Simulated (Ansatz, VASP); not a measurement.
## One calculation of AlGa2N3, two programs

```xyz
12
Lattice="3.1886 0.0000 0.0000 -1.5943 2.7614 0.0000 0.0000 0.0000 15.5172" Properties=species:S:1:pos:R:3 pbc="T T T"
Al    0.0000    1.8409    5.1265
Al    1.5943    0.9205    2.6357
N     0.0000    1.8409    2.0607
N     1.5943    0.9205    4.5431
N     0.0000    1.8409    7.0340
N     1.5943    0.9205    9.6752
N     0.0000    1.8409   12.3065
N     1.5943    0.9205   14.9377
Ga    0.0000    1.8409   10.3275
Ga    1.5943    0.9205    7.6972
Ga    0.0000    1.8409   15.5933
Ga    1.5943    0.9205   12.9588
```

Alike in both runs: functional PBE; k mesh 12 × 12 × 2; occupations gaussian, width 0.02 eV; no spin polarisation.

Ansatz relaxed the structure, and its values are those at the end. VASP's run is a single point on that final structure, the one shown.

```csv
,VASP,Ansatz
version,VASP 6.6.1,Ansatz 0.2.0
potentials or method,"VASP PAW PBE potentials, release 64 (Al, N, Ga_d), cutoff 520 eV","scalar-relativistic, plane waves, PAW"
valence electrons in the cell,88,88
```

```csv
,VASP,Ansatz,Ansatz less VASP
gap on the k mesh at the Fermi level (eV),2.19,2.18,-0.005
least direct gap on the mesh (eV),2.19,2.18,-0.005
pressure (GPa),0.0,0.0,+0.05
rms of the force components (eV/Å),0.004,0.003,-0.0017
```
